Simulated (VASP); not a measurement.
# Ru: single point with PBEsol

Ru:

```
Ru
1.0
     2.70580    0.00000    0.00000
    -1.35290    2.34329    0.00000
     0.00000    0.00000    4.28190
Ru
2
Cartesian
  0.0000 1.5622 1.0705
  1.3529 0.7811 3.2114
```

| Quantity | Value |
| --- | --- |
| Program | VASP 6.6.1 |
| Task | single point |
| Functional | PBEsol |
| Potentials or basis | VASP PAW PBE potentials, release 64 (Ru_pv) |
| Cutoff | 520 eV |
| k mesh | 14 × 14 × 8 |
| Occupations | gaussian, width 0.15 eV |
| Spin | no spin polarisation |

| Quantity | Value |
| --- | --- |
| Pressure | -6.2 GPa |
| Band gap on the k mesh | zero (bands 14 and 15 overlap by 3.14 eV) |

Stress tensor (GPa, compression positive):
```
-5.62  0.00  0.00
 0.00 -5.62  0.00
 0.00  0.00 -7.46
```

Levels at points of the mesh, in eV from the Fermi level:
```tsv
k point	band 11	band 12	band 13	band 14	band 15	band 16	band 17	band 18
(0.00, 0.00, 0.00)	-2.43	-1.92	-1.92	-1.39	-1.39	1.19	1.19	1.24
(0.50, 0.00, 0.00)	-2.09	-1.83	-1.53	1.44	1.86	1.93	4.06	6.10
(0.00, 0.00, 0.50)	-2.77	-2.77	-2.74	-2.74	0.55	0.55	0.55	0.55
(0.50, 0.00, 0.50)	-1.06	-1.06	0.43	0.43	1.70	1.70	3.37	3.37
```

It took 58 s on 1 thread of Intel Xeon 8259CL (shared host), peak memory 0.18 GiB.

Caveat: the cell stands under tension; the PAW data sets were made with another functional, which shifts forces and pressure a little.
